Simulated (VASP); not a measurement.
Input of a VASP 6.6.1 run:

Contents of INCAR:

```
ALGO = Normal ; EDIFF = 1E-6
ENCUT = 520 ; GGA = PE
ISIF = 2 ; ISMEAR = 0
LASPH = True ; LCHARG = True
LELF = True ; LREAL = False
LVHAR = True ; LWAVE = False
NBANDS = 35 ; NELM = 80
PREC = Accurate ; SIGMA = 0.1
```

Contents of KPOINTS:

```
k-points
0
Gamma
  4 4 4
```

The input POSCAR:

```
HfCl6
1.0
    5.7822516900      0.0000000000      0.0000000000
    0.0000000000      5.7822516900      0.0000000000
    0.0000000000      0.0000000000      5.7822516900
Hf Cl
1 6
Direct
    0.0000000000      0.0000000000      0.0000000000
    0.2016845000      0.5000000000      0.5000000000
    0.5000000000      0.5000000000      0.7983155000
    0.5000000000      0.5000000000      0.2016845000
    0.5000000000      0.2016845000      0.5000000000
    0.5000000000      0.7983155000      0.5000000000
    0.7983155000      0.5000000000      0.5000000000
```

Potentials or basis: VASP PAW PBE potentials, release 64 (Hf_pv, Cl).

Run with:

```bash
$ cat potpaw_PBE.64/Hf_pv/POTCAR potpaw_PBE.64/Cl/POTCAR > POTCAR
$ mpirun -np 1 vasp_std > vasp.out
```

(1) Estimate the pressure.

(2) Predict the band gap on the k mesh.

## Answers

(1) 16.3 GPa.

(2) zero (band 26 reaches 2.51 eV, above the bottom of band 27 at 2.39 eV).

Caveat: spin-orbit coupling is left out, which moves the levels of the heavy elements; forces of over 1 eV/Å act on the atoms, so gaps and moduli don't describe the material at rest.
